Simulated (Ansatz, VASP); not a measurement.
CdSe: VASP beside Ansatz

INCAR

```
SYSTEM = CdSe
PREC = Accurate
ENCUT = 520
EDIFF = 1E-6
ISMEAR = 0
SIGMA = 0.01
LREAL = .False.
LASPH = .True.
NELM = 60
ALGO = Normal
ISIF = 2
LWAVE = .False.
LCHARG = .False.
GGA = PE
NBANDS = 16
```

Contents of KPOINTS:

```
Automatic mesh
0
Gamma
  6 6 6
  0 0 0
```

The input POSCAR:

```
CdSe
1.0
    0.0000000000      3.0349791478      3.0349791478
    3.0349791478      0.0000000000      3.0349791478
    3.0349791478      3.0349791478      0.0000000000
Cd Se
1 1
Direct
    0.0000000000      0.0000000000      0.0000000000
    0.2500000000      0.2500000000      0.2500000000
```

Input for Ansatz:

```yaml
crystal:
  lattice:
    - [0.0, 3.0349791478, 3.0349791478]
    - [3.0349791478, 0.0, 3.0349791478]
    - [3.0349791478, 3.0349791478, 0.0]
  atoms:
    - { symbol: Cd, position: [0.0, 0.0, 0.0] }
    - { symbol: Se, position: [0.25, 0.25, 0.25] }
kpoints:
  mp_grid: { grid: [6, 6, 6] }
hamiltonian:
  xc: pbe
scf:
  occupations: { method: fixed }
  n_extra_bands: 4
output:
  forces: true
  stress: true
  eigenvalues: true
```

Alike in both runs: task single point; functional PBE; k mesh 6 × 6 × 6; no spin polarisation.

|  | VASP | Ansatz |
| --- | --- | --- |
| version | VASP 6.6.1 | Ansatz 0.2.0 |
| potentials or method | VASP PAW PBE potentials, release 64 (Cd, Se) | plane waves, PAW |
| plane-wave cutoff (eV) | 520 | 420 |
| occupations | gaussian, width 0.01 eV | fixed |
| valence electrons in the cell | 18 | 36 |

|  | VASP | Ansatz | Ansatz less VASP |
| --- | --- | --- | --- |
| gap on the k mesh at the Fermi level (eV) | 0.62 | 0.62 | 0.000 |
| pressure (GPa) | 3.5 | 3.2 | -0.35 |

VASP's potentials hold 18 valence electrons a cell and Ansatz's 36, so a difference there can come from the potentials and not from the codes.
